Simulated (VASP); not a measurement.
Wanted: the native input for a VASP 6.6.1 run.

```
Task                   : single point
Functional             : PBE
Potentials or basis    : VASP PAW PBE potentials, release 64 (Al, In_d, As)
Cutoff                 : 520 eV
k mesh                 : 6 × 6 × 1
Occupations            : gaussian, width 0.1 eV
Spin                   : no spin polarisation
Dipole correction      : no
Further INCAR settings : ALGO = Normal; EDIFF = 1e-07; NBANDS = 56
```

The structure of AlIn2As3 lies in POSCAR:

```
AlIn2As3
1.0
    4.0156520000      0.0000000000      0.0000000000
   -2.0078260000      3.4776566400      0.0000000000
    0.0000000000      0.0000000000     19.7987818600
Al In As
2 4 6
Direct
    0.3333333300      0.6666666700      0.6668943300
    0.6666666700      0.3333333300      0.1668943300
    0.3333333300      0.6666666700      0.0002276700
    0.3333333300      0.6666666700      0.3335610000
    0.6666666700      0.3333333300      0.5002276700
    0.6666666700      0.3333333300      0.8335610000
    0.3333333300      0.6666666700      0.1251056700
    0.3333333300      0.6666666700      0.4584390000
    0.3333333300      0.6666666700      0.7917723400
    0.6666666700      0.3333333300      0.2917723400
    0.6666666700      0.3333333300      0.6251056700
    0.6666666700      0.3333333300      0.9584390000
```

These files were run (other wordings do the same):

INCAR

```
ALGO = Normal
EDIFF = 1E-7
ENCUT = 520
GGA = PE
ISIF = 2
ISMEAR = 0
LASPH = True
LCHARG = False
LREAL = False
LWAVE = False
NBANDS = 56
NELM = 100
PREC = Accurate
SIGMA = 0.1
```

KPOINTS

```
k-points
0
Gamma
  6 6 1
```

Potentials or basis: VASP PAW PBE potentials, release 64 (Al, In_d, As).

Run with:

```bash
$ cat potpaw_PBE.64/Al/POTCAR potpaw_PBE.64/In_d/POTCAR potpaw_PBE.64/As/POTCAR > POTCAR
$ mpirun -np 1 vasp_std > vasp.out
```

Results of the run:

```json
{"Pressure": "15.1 GPa", "Largest force": "1.736 eV/Å", "Band gap on the k mesh": "1.11 eV, direct"}
```

Caveat: spin-orbit coupling is left out, which moves the levels of the heavy elements; forces of over 1 eV/Å act on the atoms, so gaps and moduli don't describe the material at rest.

It took 2.6 min on 1 thread of Intel Xeon 6975P-C, with other jobs on the host, peak memory 0.39 GiB.
